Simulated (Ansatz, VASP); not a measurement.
## Ta: VASP beside Ansatz

```
CELL_PARAMETERS angstrom
1.45020 -2.51140 0.00000
1.45020 2.51140 0.00000
0.00000 0.00000 2.73503
ATOMIC_POSITIONS crystal
Ta 0.50000 0.50000 0.00000
```

Alike in both runs: functional PBE; k mesh 8 × 8 × 6; occupations gaussian, width 0.1 eV; no spin polarisation.

Ansatz relaxed the structure, and its values are those at the end. VASP's run is a single point on that final structure, the one shown.

```csv
,VASP,Ansatz
version,VASP 6.6.1,Ansatz 0.2.0
potentials or method,"VASP PAW PBE potentials, release 64 (Ta_pv), cutoff 520 eV","scalar-relativistic, plane waves, PAW"
valence electrons in the cell,11,13
```

|  | VASP | Ansatz | Ansatz less VASP |
| --- | --- | --- | --- |
| gap on the k mesh at the Fermi level (eV) | none | none | - |
| pressure (GPa) | -0.2 | -0.2 | -0.05 |

A gap of «none» marks a metal or a gap that the smearing closes. VASP's potentials hold 11 valence electrons a cell and Ansatz's 13, so a difference there can come from the potentials and not from the codes.

The k mesh is coarse, so the values compare programs but aren't converged. Neither program's run includes spin-orbit coupling.
